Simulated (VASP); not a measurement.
A run of VASP 6.6.1 is set up as follows.

Contents of POSCAR:

```
MgO
1.0
    0.0000000000      2.1055000000      2.1055000000
    2.1055000000      0.0000000000      2.1055000000
    2.1055000000      2.1055000000      0.0000000000
Mg O
1 1
Direct
    0.0000000000      0.0000000000      0.0000000000
    0.5000000000      0.5000000000      0.5000000000
```

The input INCAR.step1:

```
SYSTEM = MgO
ALGO = Normal ; EDIFF = 1E-8
ENCUT = 500 ; GGA = PE
ISMEAR = 0 ; LASPH = .TRUE.
LCHARG = .FALSE. ; LREAL = .FALSE.
LWAVE = .TRUE. ; NELM = 80
PREC = Accurate ; SIGMA = 0.01
```

File INCAR.step2:

```
SYSTEM = MgO
ALGO = Exact ; EDIFF = 1E-8
ENCUT = 500 ; GGA = PE
ISMEAR = 0 ; ISTART = 1
LASPH = .TRUE. ; LCHARG = .FALSE.
LOPTICS = .TRUE. ; LREAL = .FALSE.
LWAVE = .TRUE. ; NBANDS = 130
NELM = 1 ; PREC = Accurate
SIGMA = 0.01
```

File INCAR.step3:

```
SYSTEM = MgO
ALGO = EVGW0 ; EDIFF = 1E-8
ENCUT = 500 ; ENCUTGW = 143.3
GGA = PE ; ISMEAR = 0
ISTART = 1 ; LASPH = .TRUE.
LCHARG = .FALSE. ; LREAL = .FALSE.
LWAVE = .FALSE. ; NBANDS = 130
NBANDSGW = 12 ; NELMGW = 1
NOMEGA = 48 ; PREC = Accurate
PRECFOCK = Fast ; SIGMA = 0.01
```

The input KPOINTS:

```
k-points
0
G
  2 2 2
  0 0 0
```

Potentials or basis: VASP PAW PBE potentials, release 64 (Mg_GW, O_GW).

Command:

```sh
$ cat potpaw_PBE.64/Mg_GW/POTCAR potpaw_PBE.64/O_GW/POTCAR > POTCAR
$ cp INCAR.step1 INCAR
$ mpirun -np 1 vasp_std > vasp.out
$ cp INCAR.step2 INCAR
$ mpirun -np 1 vasp_std > vasp.out
$ cp INCAR.step3 INCAR
$ mpirun -np 1 vasp_std > vasp.out
```

Task: Estimate the quasiparticle gap.

Result: 6.50 eV.

Task: Estimate the least direct quasiparticle gap.

Result: 6.50 eV.

Task: Estimate the band gap on the k mesh, mean-field level.

Result: 4.48 eV, direct.

Caveat: the k points lie up to 1.29 Å⁻¹ apart; bands, screening cutoff and mesh are small and nothing is extrapolated, so the quasiparticle values aren't converged.
